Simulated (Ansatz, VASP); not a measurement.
**Two plane-wave programs on CO2**

INCAR

```
SYSTEM = CO2
ALGO = Normal ; EDIFF = 1E-6
ENCUT = 520 ; GGA = PE
ISIF = 2 ; ISMEAR = 0
IVDW = 12 ; LASPH = .True.
LCHARG = .False. ; LREAL = .False.
LWAVE = .False. ; NBANDS = 25
NELM = 60 ; PREC = Accurate
SIGMA = 0.01
```

File KPOINTS:

```
k-points
0
Gamma
  6 6 4
  0 0 0
```

The input POSCAR:

```
CO2
1.0
    2.7955698866     -2.5133409243      0.0000000000
    2.7955698866      2.5133409243      0.0000000000
    0.0000000000      0.0000000000      6.7430432422
C O
2 4
Direct
    0.0000000000      0.0000000000      0.0000000000
    0.5000000000      0.5000000000      0.5000000000
    0.8132776039      0.1867223961      0.8966186661
    0.1867223961      0.8132776039      0.1033813339
    0.6867223961      0.3132776039      0.3966186661
    0.3132776039      0.6867223961      0.6033813339
```

Input for Ansatz:

```yaml
crystal:
  lattice:
    - [2.7955698866, -2.5133409243, 0.0]
    - [2.7955698866, 2.5133409243, 0.0]
    - [0.0, 0.0, 6.7430432422]
  atoms:
    - { symbol: C, position: [0.0, 0.0, 0.0] }
    - { symbol: C, position: [0.5, 0.5, 0.5] }
    - { symbol: O, position: [0.8132776039, 0.1867223961, 0.8966186661] }
    - { symbol: O, position: [0.1867223961, 0.8132776039, 0.1033813339] }
    - { symbol: O, position: [0.6867223961, 0.3132776039, 0.3966186661] }
    - { symbol: O, position: [0.3132776039, 0.6867223961, 0.6033813339] }
basis:
  ecutwfc: 420
  xc_grid: 2
kpoints:
  mp_grid: { grid: [6, 6, 4] }
  band_path: { path: [VBM, CBM], npoints: 2 }
hamiltonian:
  xc: pbe
  dispersion: d3bj
scf:
  occupations: { method: gaussian, width: 0.01 }
output:
  forces: true
  stress: true
  eigenvalues: true
```

Alike in both runs: task single point; functional PBE; dispersion D3(BJ); k mesh 6 × 6 × 4; occupations gaussian, width 0.01 eV; no spin polarisation.

|  | VASP | Ansatz |
| --- | --- | --- |
| version | VASP 6.6.1 | Ansatz 0.2.0 |
| potentials or method | VASP PAW PBE potentials, release 64 (C, O), cutoff 520 eV | scalar-relativistic, plane waves, PAW |
| valence electrons in the cell | 32 | 32 |

Ansatz gave:

| Quantity | Value |
| --- | --- |
| gap on the k mesh at the Fermi level (eV) | 6.53 |
| least direct gap on the mesh (eV) | 6.93 |
| pressure (GPa) | 0.0 |
| traceless stress, the component that is largest in VASP (GPa) | 0.04 |
| rms of the force components (eV/Å) | 0.000 |

**Question.** Estimate VASP's values.

**Answer.** gap on the k mesh at the Fermi level (eV): 6.51; least direct gap on the mesh (eV): 6.91; pressure (GPa): 1.4; traceless stress, the component that is largest in VASP (GPa): -1.59; rms of the force components (eV/Å): 0.298.

Atom by atom the forces differ by 0.298 eV/Å (rms over components).

Noted on VASP's run: the standard files for N, O and F lose accuracy on very short bonds.
